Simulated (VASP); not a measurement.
The system is Tc.

```
CELL_PARAMETERS angstrom
2.72161 0.00000 0.00000
-1.36081 2.35698 0.00000
0.00000 0.00000 4.36848
ATOMIC_POSITIONS crystal
Tc 0.66667 0.33333 0.75000
Tc 0.33333 0.66667 0.25000
```

Base run:

| Property | Result |
| --- | --- |
| Program | VASP 6.6.1 |
| Functional | PBEsol |
| Potentials or basis | VASP PAW PBE potentials, release 64 (Tc_pv) |
| Cutoff | 520 eV |
| k mesh | 11 × 11 × 6 |
| Occupations | fermi-dirac, width 0.05 eV |
| Spin | no spin polarisation |

Its results: band gap on the k mesh zero (band 13 reaches 14.35 eV, above the bottom of band 14 at 11.13 eV); pressure -1.0 GPa.

**Question.** The run is repeated on the same cell with these changes: functional from PBEsol to LDA; potentials or basis from VASP PAW PBE potentials, release 64 (Tc_pv) to VASP PAW LDA potentials, release 64 (Tc_pv). What comes out?

**Answer.** Band gap on the k mesh zero (band 13 reaches 14.34 eV, above the bottom of band 14 at 11.12 eV); pressure -5.7 GPa.

Caveats: the PAW data sets were made with another functional, which shifts forces and pressure a little (some runs).
